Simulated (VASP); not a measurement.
Write the native input for VASP 6.6.1 that does the following.

* Task: single point
* Functional: PBE
* Potentials or basis: VASP PAW PBE potentials, release 64 (Ba_sv, Mg, Na_pv)
* Cutoff: 520 eV
* k mesh: 5 × 5 × 5
* Occupations: fermi-dirac, width 0.05 eV
* Spin: no spin polarisation
* Dipole correction: no
* Further INCAR settings: ALGO = Fast; EDIFF = 1e-07; NBANDS = 24

The structure of BaNaMg6 lies in POSCAR:

```
BaNaMg6
1.0
    5.3861500000      0.0000000000      0.0000000000
    0.0000000000      3.3405565000      6.4349645000
    0.0000000000     -3.3405565000      6.4349645000
Ba Mg Na
1 6 1
Direct
    0.4929700000      0.6788650000      0.6715770000
   -0.0062390000      0.8450650000      0.8505990000
    0.0073030000      0.3294190000      0.3296710000
    0.0029320000      0.3046040000      0.8193760000
   -0.0037720000      0.8237310000      0.2987910000
    0.4982350000      0.1681690000      0.6791480000
    0.5030780000      0.6779770000      0.1725900000
    0.5096580000      0.1739270000      0.1621090000
```

This cell differs from its parent crystal: atoms moved at random.

The input as run:

INCAR

```
PREC = Accurate ; ENCUT = 520
EDIFF = 1E-7 ; ISMEAR = -1
SIGMA = 0.05 ; LREAL = F
LASPH = T ; NELM = 80
ALGO = Fast ; ISIF = 2
LWAVE = F ; LCHARG = F
GGA = PE ; NBANDS = 24
```

KPOINTS

```
regular mesh
0
Gamma
  5 5 5
```

Potentials or basis: VASP PAW PBE potentials, release 64 (Ba_sv, Mg, Na_pv).

The run is started by

```console
$ cat potpaw_PBE.64/Ba_sv/POTCAR potpaw_PBE.64/Mg/POTCAR potpaw_PBE.64/Na_pv/POTCAR > POTCAR
$ mpirun -np 1 vasp_std > vasp.out
```

It gave:

```
Pressure               : 0.1 GPa
Largest force          : 0.164 eV/Å
Band gap on the k mesh : zero (an odd number of electrons rules out a gap without spin polarisation)
```

Caveat: the cell differs from its parent crystal (atoms moved at random); spin-orbit coupling is left out, which moves the levels of the heavy elements.

It took 12 min on 1 thread of Intel(R) Xeon(R) Platinum 8259CL CPU @ 2.50GHz (Skylake/Cascade Lake), on a shared host, peak memory 0.58 GiB.
